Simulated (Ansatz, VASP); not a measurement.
## One calculation of Hg, two programs

```xyz
2
Lattice="3.4618 0.0000 0.0000 -1.7309 2.9980 0.0000 0.0000 0.0000 5.4875" Properties=species:S:1:pos:R:3 pbc="T T T"
Hg    1.7309    0.9993    4.1157
Hg    0.0000    1.9987    1.3719
```

Alike in both runs: task single point; functional BLYP; k mesh 10 × 10 × 6; occupations fermi-dirac, width 0.05 eV; no spin polarisation.

|  | VASP | Ansatz |
| --- | --- | --- |
| version | VASP 6.6.1 | Ansatz 0.2.0 |
| potentials or method | VASP PAW PBE potentials, release 64 (Hg) | plane waves, PAW |
| plane-wave cutoff (eV) | 520 | 420 |
| valence electrons in the cell | 24 | 40 |

VASP gave:

```
pressure (GPa)                                                : 5.1
traceless stress, the component that is largest in VASP (GPa) : 0.06
```

Q: Estimate Ansatz's values.

A: Pressure (GPa): 4.9; traceless stress, the component that is largest in VASP (GPa): 0.05.

VASP's potentials were made for PBE, not for BLYP. VASP's potentials hold 24 valence electrons a cell and Ansatz's 40, so a difference there can come from the potentials and not from the codes.

Neither program's run includes spin-orbit coupling.
